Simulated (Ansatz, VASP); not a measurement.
# Two plane-wave programs on CaC2

```
Ca C
1.0
     1.88514    1.08839    3.85251
    -1.88514    1.08839    3.85251
     0.00000   -2.17677    3.85251
Ca C
1 2
Direct
  0.00000 0.00000 0.00000
  0.55387 0.55387 0.55387
  0.44613 0.44613 0.44613
```

Alike in both runs: functional LDA; k mesh 9 × 9 × 9; no spin polarisation.

Ansatz relaxed the structure, and its values are those at the end. VASP's run is a single point on that final structure, the one shown.

```csv
,VASP,Ansatz
version,VASP 6.6.1,Ansatz 0.2.0
potentials or method,"VASP PAW LDA potentials, release 64 (Ca_sv, C), cutoff 520 eV","scalar-relativistic, plane waves, PAW"
occupations,"gaussian, width 0.01 eV",fixed
valence electrons in the cell,18,18
```

|  | VASP | Ansatz | Ansatz less VASP |
| --- | --- | --- | --- |
| gap on the k mesh at the Fermi level (eV) | 2.51 | 2.53 | +0.017 |
| least direct gap on the mesh (eV) | 3.79 | 3.80 | +0.001 |
| pressure (GPa) | 0.4 | 0.0 | -0.41 |
| rms of the force components (eV/Å) | 0.042 | 0.000 | -0.0414 |

LDA's correlation is that of Perdew and Zunger in VASP and of Perdew and Wang (1992) in Ansatz.
